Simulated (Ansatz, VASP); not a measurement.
## NaH: VASP beside Ansatz

File INCAR:

```
SYSTEM = NaH
PREC     = Accurate       ! precision mode
ENCUT    = 520            ! plane-wave cutoff, eV
EDIFF    = 1E-8           ! SCF threshold, eV
ISMEAR   = -1             ! smearing method
SIGMA    = 0.02           ! smearing width, eV
LREAL    = .FALSE.        ! projectors in reciprocal space
LASPH    = .TRUE.         ! aspherical terms in the spheres
NELM     = 80             ! most SCF steps
ALGO     = Normal         ! electronic algorithm
ISIF     = 2              ! what is computed and relaxed
LWAVE    = .FALSE.        ! write WAVECAR
LCHARG   = .FALSE.        ! write CHGCAR
GGA      = PS             ! functional
LEFG     = .TRUE.       
NBANDS   = 11             ! bands
```

The input KPOINTS:

```
Automatic mesh
0
G
  11 11 11
  0 0 0
```

File POSCAR:

```
NaH
1.0
    0.0000000000      2.3864216652      2.3864216652
    2.3864216652      0.0000000000      2.3864216652
    2.3864216652      2.3864216652      0.0000000000
Na H
1 1
Direct
    0.0000000000      0.0000000000      0.0000000000
    0.5000000000      0.5000000000      0.5088890410
```

Input for Ansatz:

```yaml
crystal:
  lattice:
    - [0.0, 2.3864216652, 2.3864216652]
    - [2.3864216652, 0.0, 2.3864216652]
    - [2.3864216652, 2.3864216652, 0.0]
  atoms:
    - { symbol: Na, position: [0.0, 0.0, 0.0] }
    - { symbol: H, position: [0.5, 0.5, 0.508889041] }
kpoints:
  mp_grid: { grid: [11, 11, 11] }
scf:
  occupations: { method: fermi_dirac, width: 0.02 }
hamiltonian:
  xc: pbesol
  pseudopotentials: { kind: all_electron, datasets: crystal }
output:
  forces: true
  stress: true
  eigenvalues: true
  efg: { contact_densities: true }
```

Alike in both runs: task electric field gradients; functional PBEsol; k mesh 11 × 11 × 11; occupations fermi-dirac, width 0.02 eV; no spin polarisation.

|  | VASP | Ansatz |
| --- | --- | --- |
| version | VASP 6.6.1 | Ansatz 0.2.0 |
| potentials or method | VASP PAW PBE potentials, release 64 (Na_pv, H), cutoff 520 eV | all-electron PAW with datasets made for the crystal, scalar-relativistic |

VASP gave:

* gap on the k mesh at the Fermi level (eV): 3.83
* pressure (GPa): 0.3
* rms of the force components (eV/Å): 0.018

Task: Estimate Ansatz's values.

Result: gap on the k mesh at the Fermi level (eV): 3.83; pressure (GPa): 0.3; rms of the force components (eV/Å): 0.017.

VASP's potentials were made for PBE, not for PBEsol. Atom by atom the forces differ by 0.000 eV/Å (rms over components). Ansatz ran all-electron here, and VASP with PAW potentials.
